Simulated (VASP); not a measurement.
# SiNi (Pmmn) in VASP: further runs, part 2 of 2

VASP 6.6.1. The steps go on from the part before.

## (4) Single point, PBEsol (biaxial strain in the a-b plane: +1.5 %)

INCAR

```
SYSTEM = SiNi
  PREC = Accurate
  ENCUT = 520
  EDIFF = 1E-6
  ISMEAR = 0
  SIGMA = 0.1
  LREAL = .FALSE.
  LASPH = .TRUE.
  NELM = 100
  ALGO = Normal
  ISIF = 2
  LWAVE = .FALSE.
  LCHARG = .FALSE.
  GGA = PS
  NBANDS = 22
```

KPOINTS

```
regular mesh
0
G
  18 16 12
  0 0 0
```

POSCAR

```
SiNi
1.0
    3.0397103387      0.0000000000      0.0000000000
    0.0000000000      3.2831163723      0.0000000000
    0.0000000000      0.0000000000      4.6304167929
Si Ni
2 2
Direct
    0.5000000000      0.5000000000      0.8426091518
    0.0000000000      0.0000000000      0.1573908482
    0.5000000000      0.5000000000      0.3432947122
    0.0000000000      0.0000000000      0.6567052878
```

Potentials or basis: VASP PAW PBE potentials, release 64 (Si, Ni).

Launch:

```
cat potpaw_PBE.64/Si/POTCAR potpaw_PBE.64/Ni/POTCAR > POTCAR
mpirun -np 1 vasp_std > vasp.out
```

OUTCAR:

```text
SYSTEM = SiNi
   PREC = Accurate
   ENCUT = 520
   EDIFF = 1E-6
   ISMEAR = 0
   LREAL = .FALSE.
   LASPH = .TRUE.
   NELM = 100
   ISIF = 2
   GGA = PS

 ion  position               nearest neighbor table
   1  0.500  0.500  0.843-   3 2.31   3 2.32   4 2.40   4 2.40   4 2.40   4 2.40   2 2.67   2 2.67
                             2 2.67   2 2.67
   2  0.000  0.000  0.157-   4 2.31   4 2.32   3 2.40   3 2.40   3 2.40   3 2.40   1 2.67   1 2.67
                             1 2.67   1 2.67
   3  0.500  0.500  0.343-   1 2.31   1 2.32   2 2.40   2 2.40   2 2.40   2 2.40   4 2.67   4 2.67
                             4 2.67   4 2.67
   4  0.000  0.000  0.657-   2 2.31   2 2.32   1 2.40   1 2.40   1 2.40   1 2.40   3 2.67   3 2.67
                             3 2.67   3 2.67

  LATTYP: Found a simple orthorhombic cell.
 ALAT       =     3.0397103387
 B/A-ratio  =     1.0800754041
 C/A-ratio  =     1.5233085646

  Lattice vectors:

 A1 = (   3.0397103387,   0.0000000000,   0.0000000000)
 A2 = (   0.0000000000,   3.2831163723,   0.0000000000)
 A3 = (   0.0000000000,   0.0000000000,   4.6304167929)

Analysis of symmetry for initial positions (statically):
=====================================================================
 Subroutine PRICEL returns:
[... 174 lines left out ...]
  free energy    TOTEN  =       -25.94218295 eV

  energy without entropy =      -25.93658282  energy(sigma->0) =      -25.93938288

 E-fermi :  11.2179     XC(G=0): -12.5992

 val. band max:       11.2164592560   @ k =   0.2222   0.1875   0.4167
 cond. band min:      11.2214763605   @ k =   0.0000   0.1875   0.4167
 fundamental gap:      0.0050171045
 Fermi energy:        11.2179061482

 k-point     1 :       0.0000    0.0000    0.0000
  band No.  band energies     occupation
      1      -2.6145      2.00000
      2       3.2426      2.00000
      3       4.8675      2.00000
      4       7.0756      2.00000
      5       7.6527      2.00000
      6       8.1916      2.00000
[... 589 lines left out ...]
     21      19.4926      0.00000
     22      19.8364      0.00000

 [... further k-points ...]
[... 5 lines left out ...]
  --------------------------------------------------------------------------------------
  -------------------------------------------------------------------------------------
  Total       -1.2911250     -1.3138601      0.2581148      0.0000000      0.0000000      0.0000000
  in kB      -44.7651788    -45.5534375      8.9492147      0.0000000      0.0000000      0.0000000
  external PRESSURE =     -27.1231339 kB  Pullay stress =       0.0000000 kB

 VOLUME and BASIS-vectors are now :
 -----------------------------------------------------------------------------
  energy-cutoff  :      520.00
  volume of cell :       46.21
      direct lattice vectors                 reciprocal lattice vectors
     3.039710339  0.000000000  0.000000000     0.328978715  0.000000000  0.000000000
     0.000000000  3.283116372  0.000000000     0.000000000  0.304588655  0.000000000
     0.000000000  0.000000000  4.630416793     0.000000000  0.000000000  0.215963280

 POSITION                                       TOTAL-FORCE (eV/Angst)
 -----------------------------------------------------------------------------------
      1.51986      1.64156      3.90163         0.000000      0.000000     -0.017716
      0.00000      0.00000      0.72879         0.000000      0.000000      0.017716
      1.51986      1.64156      1.58960         0.000000      0.000000      0.046111
      0.00000      0.00000      3.04082         0.000000      0.000000     -0.046111
 -----------------------------------------------------------------------------------
    total drift:                                0.000000     -0.000000      0.000000

  FREE ENERGIE OF THE ION-ELECTRON SYSTEM (eV)
  ---------------------------------------------------
  free  energy   TOTEN  =       -25.9421829505 eV

  energy  without entropy=      -25.9365828180  energy(sigma->0) =      -25.93938288
```

OSZICAR:

```text
N       E                     dE             d eps       ncg     rms          rms(c)
DAV:   1     0.140440005009E+03    0.14044E+03   -0.12331E+04 27736   0.150E+03
DAV:   2    -0.216803299080E+02   -0.16212E+03   -0.15305E+03 28098   0.286E+02
DAV:   3    -0.296050980207E+02   -0.79248E+01   -0.77263E+01 33394   0.751E+01
DAV:   4    -0.297814622159E+02   -0.17636E+00   -0.17613E+00 31872   0.101E+01
DAV:   5    -0.297868461313E+02   -0.53839E-02   -0.53833E-02 34072   0.188E+00    0.207E+01
DAV:   6    -0.351054252868E+02   -0.53186E+01   -0.62254E+01 32324   0.151E+02    0.277E+01
DAV:   7    -0.260002623456E+02    0.91052E+01   -0.22572E+01 31996   0.947E+01    0.406E+00
DAV:   8    -0.259851481526E+02    0.15114E-01   -0.20448E+00 42140   0.151E+01    0.238E+00
DAV:   9    -0.259433686177E+02    0.41780E-01   -0.17954E-01 37702   0.608E+00    0.459E-01
DAV:  10    -0.259427237516E+02    0.64487E-03   -0.53758E-03 39670   0.951E-01    0.285E-01
DAV:  11    -0.259421969023E+02    0.52685E-03   -0.86417E-04 42954   0.420E-01    0.609E-02
DAV:  12    -0.259421892065E+02    0.76958E-05   -0.53444E-05 34562   0.699E-02    0.276E-02
DAV:  13    -0.259421835305E+02    0.56760E-05   -0.84047E-06 43096   0.399E-02    0.105E-02
DAV:  14    -0.259421829505E+02    0.57999E-06   -0.15596E-06 19772   0.897E-03
   1 F= -.25942183E+02 E0= -.25939383E+02  d E =-.560013E-02
```

stdout:

```text
POSCAR found type information on POSCAR SiNi
 POSCAR found :  2 types and       4 ions
 scaLAPACK will be used
 -----------------------------------------------------------------------------
|                                                                             |
|                                                                             |
|     You enforced a specific xc type in the INCAR file but a different       |
|     I HOPE YOU KNOW WHAT YOU ARE DOING!                                     |
|                                                                             |
 -----------------------------------------------------------------------------

 LDA part: xc-table for (Slater+PW92), standard interpolation
 POSCAR, INCAR and KPOINTS ok, starting setup
 FFT: planning ... GRIDC
 FFT: planning ... GRID_SOFT
 FFT: planning ... GRID
 WAVECAR not read
 entering main loop
```

It took 3.3 min on 1 thread of Intel Xeon 6975P-C (Granite Rapids), shared host; peak memory 0.6 GiB.

What came out:

| Item | Value |
| --- | --- |
| Free energy | -25.9422 eV |
| Pressure | -2.7 GPa |
| Largest force | 0.046 eV/Å |
| Band gap on the k mesh | zero (bands 14 and 15 overlap by 2.35 eV) |

Forces on the atoms (eV/Å):
```
Si   0.000  0.000 -0.018
Si   0.000  0.000  0.018
Ni   0.000  0.000  0.046
Ni   0.000  0.000 -0.046
```

Caveat: the cell differs from its parent crystal (biaxial strain in the a-b plane: +1.5 %); the stress differs along the axes, from -5 to 1 GPa; the PAW data sets were made with another functional, which shifts forces and pressure a little. Spin polarisation is off, so any magnetic state and its effect on volume and gap are missing.

## (5) The runs side by side

| cell | k mesh | gap on the mesh (eV) | pressure (GPa) | largest force (eV/Å) |
| --- | --- | --- | --- | --- |
| a = 2.995, b = 3.235, c = 4.672 Å, 4 atoms, atomic positions A | 14 × 12 × 10 | none | 0.3 | 0.01 |
| a = 3.003, b = 3.239, c = 4.677 Å, 4 atoms, atomic positions B | 14 × 12 × 10 | none | -0.7 | 0.01 |
| a = 3.040, b = 3.283, c = 4.630 Å, 4 atoms, atomic positions A | 18 × 16 × 12 | none | -2.7 | 0.05 |

Alike in all rows: task single point; level PBEsol; potentials or basis VASP PAW PBE potentials, release 64 (Si, Ni); no spin polarisation; cutoff (eV) 520; smearing gaussian 0.1 eV.

Caveats: the PAW data sets were made with another functional, which shifts forces and pressure a little; the stress differs along the axes, from -5 to 1 GPa (at least some runs).

Total energies depend on the potentials used, so only differences within one code and one set of settings carry meaning.

The gap in the log of VASP goes by the Fermi energy; the results here count the filled bands.